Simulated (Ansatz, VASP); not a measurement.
Two plane-wave programs on Sn3Se

INCAR

```
SYSTEM = Sn3Se
PREC = Accurate ; ENCUT = 600
EDIFF = 1E-7 ; ISMEAR = -1
SIGMA = 0.05 ; LREAL = .FALSE.
LASPH = .TRUE. ; NELM = 100
ALGO = Normal ; ISIF = 3
LWAVE = .FALSE. ; LCHARG = .FALSE.
GGA = PS ; IBRION = 2
NSW = 60 ; EDIFFG = -0.01
```

The input KPOINTS:

```
regular mesh
0
G
  6 6 6
  0 0 0
```

The input POSCAR:

```
Sn3Se
1.0
    0.0000000000      3.7331380000      3.7331380000
    3.7331380000      0.0000000000      3.7331380000
    3.7331380000      3.7331380000      0.0000000000
Sn Se
3 1
Direct
    0.5000000000      0.5000000000      0.5000000000
    0.7500000000      0.7500000000      0.7500000000
    0.2500000000      0.2500000000      0.2500000000
    0.0000000000      0.0000000000      0.0000000000
```

input.yaml

```yaml
crystal:
  lattice:
    - [0.0, 3.733138, 3.733138]
    - [3.733138, 0.0, 3.733138]
    - [3.733138, 3.733138, 0.0]
  atoms:
    - { symbol: Sn, position: [0.5, 0.5, 0.5] }
    - { symbol: Sn, position: [0.75, 0.75, 0.75] }
    - { symbol: Sn, position: [0.25, 0.25, 0.25] }
    - { symbol: Se, position: [0.0, 0.0, 0.0] }
hamiltonian:
  xc: pbesol
  pseudopotentials: { kind: paw }
kpoints:
  mp_grid: { grid: [6, 6, 6] }
scf:
  occupations: { method: fermi_dirac, width: 0.05 }
output:
  forces: true
  stress: true
  eigenvalues: true
  write_density: true
  write_potential: true
  elf: true
  volumetric_format: npy
relax:
  f_tol: 0.01
  max_steps: 40
  cell: { stress_tol: 0.05 }
```

Alike in both runs: task relaxation of cell and atoms; functional PBEsol; k mesh 6 × 6 × 6; occupations fermi-dirac, width 0.05 eV; no spin polarisation.

```csv
,VASP,Ansatz
version,VASP 6.6.1,Ansatz 0.2.0
potentials or method,"VASP PAW PBE potentials, release 64 (Sn_d, Se)",Ansatz PAW
plane-wave cutoff (eV),600,420
valence electrons in the cell,48,58
```

```tsv
	VASP	Ansatz	Ansatz less VASP
gap on the k mesh at the Fermi level, each at its own relaxed structure (eV)	none	none	-
relaxed volume (Å³/atom)	24.44	24.43	-0.008
relaxed cell length with the largest relative difference (Å)	5.171	5.170	-0.0006
```

VASP's potentials were made for PBE, not for PBEsol. A gap of «none» marks a metal or a gap that the smearing closes. VASP's potentials hold 48 valence electrons a cell and Ansatz's 58, so a difference there can come from the potentials and not from the codes.

Noted on VASP's run: too few bands were computed for a metal, which touches its energy and stress. Noted on Ansatz's run: the plane-wave basis is chosen anew once the cell has moved, so the energies of steps on either side of that aren't comparable.
